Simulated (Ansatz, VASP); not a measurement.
## One calculation of Eu, two programs

INCAR

```
PREC     = Accurate       # precision mode
ENCUT    = 520            # plane-wave cutoff, eV
EDIFF    = 1E-7           # SCF threshold, eV
ISMEAR   = -1             # smearing method
SIGMA    = 0.08           # smearing width, eV
LREAL    = False          # projectors in reciprocal space
LASPH    = True           # aspherical terms in the spheres
NELM     = 150            # most SCF steps
ALGO     = Normal         # electronic algorithm
ISIF     = 2              # what is computed and relaxed
LWAVE    = False          # write WAVECAR
LCHARG   = True           # write CHGCAR
ISPIN    = 2              # spin polarisation
MAGMOM   = 7 7            # initial moments
LORBIT   = 11             # projections on sites
LMAXMIX  = 6              # l up to which the mixer works
GGA      = CA             # functional
LELF     = True           # ELF
LVHAR    = True         
NBANDS   = 28             # bands
```

KPOINTS

```
Automatic mesh
0
Gamma
  10 10 5
```

File POSCAR:

```
Eu
1.0
    1.8539123226     -3.2302760405      0.0000000000
    1.8539123226      3.2302760405      0.0000000000
    0.0000000000      0.0000000000      5.8862077178
Eu
2
Direct
    0.8368671400      0.1631328600      0.7500000000
    0.1631328600      0.8368671400      0.2500000000
```

Input for Ansatz:

```yaml
crystal:
  lattice:
    - [1.8539123226, -3.2302760405, 0.0]
    - [1.8539123226, 3.2302760405, 0.0]
    - [0.0, 0.0, 5.8862077178]
  atoms:
    - { symbol: Eu, position: [0.83686714, 0.16313286, 0.75], spin: 7.0 }
    - { symbol: Eu, position: [0.16313286, 0.83686714, 0.25], spin: 7.0 }
magnetization:
  spin_polarized: true
kpoints:
  mp_grid: { grid: [10, 10, 5] }
scf:
  occupations: { method: fermi_dirac, width: 0.08 }
hamiltonian:
  xc: lda
  pseudopotentials: { kind: paw }
output:
  forces: true
  stress: true
  eigenvalues: true
  populations: true
```

Change from the starting cell: volume scaled by 0.8, PAW files.

Alike in both runs: task single point; functional LDA; k mesh 10 × 10 × 5; occupations fermi-dirac, width 0.08 eV; collinear spin.

|  | VASP | Ansatz |
| --- | --- | --- |
| version | VASP 6.6.1 | Ansatz 0.2.0 |
| potentials or method | VASP PAW PBE potentials, release 64 (Eu) | PAW with Ansatz's default frozen-core files, scalar-relativistic |
| plane-wave cutoff (eV) | 520 | 420 |
| valence electrons in the cell | 34 | 34 |

Ansatz gave:

* pressure (GPa): -0.4
* traceless stress, the component that is largest in VASP (GPa): 0.41
* rms of the force components (eV/Å): 0.012
* net moment per atom (μB): 7.38
* size of the moment on the site where the two differ most (μB): 7.05

Problem. Which values does VASP return?

Solution. Pressure (GPa): -0.7; traceless stress, the component that is largest in VASP (GPa): 0.45; rms of the force components (eV/Å): 0.011; net moment per atom (μB): 7.31; size of the moment on the site where the two differ most (μB): 6.69.

VASP's potentials were made for PBE, not for LDA. LDA's correlation is that of Perdew and Zunger in VASP and of Perdew and Wang (1992) in Ansatz. Site moments also hang on the region over which each program counts them. Atom by atom the forces differ by 0.001 eV/Å (rms over components).

Spin-orbit coupling is off throughout.
